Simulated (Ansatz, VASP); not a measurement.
## One calculation of Re, two programs

Contents of INCAR:

```
SYSTEM = Re
AGGAC = 1.0
AGGAX = 1.0
ALDAC = 0.0
ALDAX = 1.0
ALGO = Normal
EDIFF = 1E-6
ENCUT = 520
GGA = B5
ISIF = 2
ISMEAR = -1
LASPH = .TRUE.
LCHARG = .TRUE.
LELF = .TRUE.
LREAL = .FALSE.
LVHAR = .TRUE.
LWAVE = .FALSE.
NBANDS = 22
NELM = 80
PREC = Accurate
SIGMA = 0.1
```

KPOINTS

```
k-points
0
G
  14 14 4
  0 0 0
```

The input POSCAR:

```
Re
1.0
    2.8145824327      0.0000000000      0.0000000000
   -1.4072912163      2.4374998878      0.0000000000
    0.0000000000      0.0000000000      9.0536519367
Re
4
Direct
    1.0000000000      0.0000000000      1.0000000000
    1.0000000000      0.0000000000      0.5000000000
    0.3333333333      0.6666666667      0.2500000000
    0.6666666667      0.3333333333      0.7500000000
```

Input for Ansatz:

```yaml
crystal:
  lattice:
    - [2.8145824327, 0.0, 0.0]
    - [-1.4072912163, 2.4374998878, 0.0]
    - [0.0, 0.0, 9.0536519367]
  atoms:
    - { symbol: Re, position: [1.0, 0.0, 1.0] }
    - { symbol: Re, position: [1.0, 0.0, 0.5] }
    - { symbol: Re, position: [0.3333333333, 0.6666666667, 0.25] }
    - { symbol: Re, position: [0.6666666667, 0.3333333333, 0.75] }
hamiltonian:
  xc: blyp
  pseudopotentials:
    kind: paw
    azcp:
      Re: "pseudopotentials/Re.paw.azcp"
basis:
  ecutwfc: 420
  fft_grid_basis: typed
kpoints:
  mp_grid: { grid: [14, 14, 4], shift: [0, 0, 0] }
magnetization:
  spin_polarized: false
scf:
  occupations: { method: fermi_dirac, width: 0.1 }
  lower_state_search: "off"
output:
  stress: true
```

Alike in both runs: task single point; functional BLYP; k mesh 14 × 14 × 4; occupations fermi-dirac, width 0.1 eV; no spin polarisation.

```csv
,VASP,Ansatz
version,VASP 6.6.1,Ansatz 0.2.0
potentials or method,"VASP PAW PBE potentials, release 64 (Re), cutoff 520 eV","plane waves (420 eV) with PAW, scalar-relativistic"
valence electrons in the cell,28,60
```

|  | VASP | Ansatz | Ansatz less VASP |
| --- | --- | --- | --- |
| pressure (GPa) | 1.8 | 0.0 | -1.76 |
| traceless stress, the component that is largest in VASP (GPa) | -0.11 | -0.07 | +0.035 |

VASP's potentials were made for PBE, not for BLYP. The functional is the same, so the differences come from potentials, cutoffs and numerics. VASP's potentials hold 28 valence electrons a cell and Ansatz's 60, so a difference there can come from the potentials and not from the codes.

Neither program's run includes spin-orbit coupling.
